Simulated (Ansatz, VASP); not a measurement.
One calculation of MgO, two programs

```
CELL_PARAMETERS angstrom
2.07959 2.07959 0.00000
-2.07959 2.07959 0.00000
0.00000 2.07959 2.07959
ATOMIC_POSITIONS crystal
Mg 0.00000 0.00000 0.00000
O 0.50000 0.50000 0.00000
```

Alike in both runs: functional LDA; k mesh 14 × 14 × 14; occupations fermi-dirac, width 0.05 eV; no spin polarisation.

Ansatz relaxed the structure, and its values are those at the end. VASP's run is a single point on that final structure, the one shown.

```csv
,VASP,Ansatz
version,VASP 6.6.1,Ansatz 0.2.0
potentials or method,"VASP PAW LDA potentials, release 64 (Mg_sv, O)","PAW with Ansatz's default frozen-core files, scalar-relativistic"
plane-wave cutoff (eV),750,420
valence electrons in the cell,16,16
```

VASP gave:

| Item | Value |
| --- | --- |
| gap on the k mesh at the Fermi level (eV) | 5.05 |
| pressure (GPa) | 0.1 |

Task: Which values does Ansatz return?

Result: gap on the k mesh at the Fermi level (eV): 5.03; pressure (GPa): 0.0.

LDA's correlation is that of Perdew and Zunger in VASP and of Perdew and Wang (1992) in Ansatz.
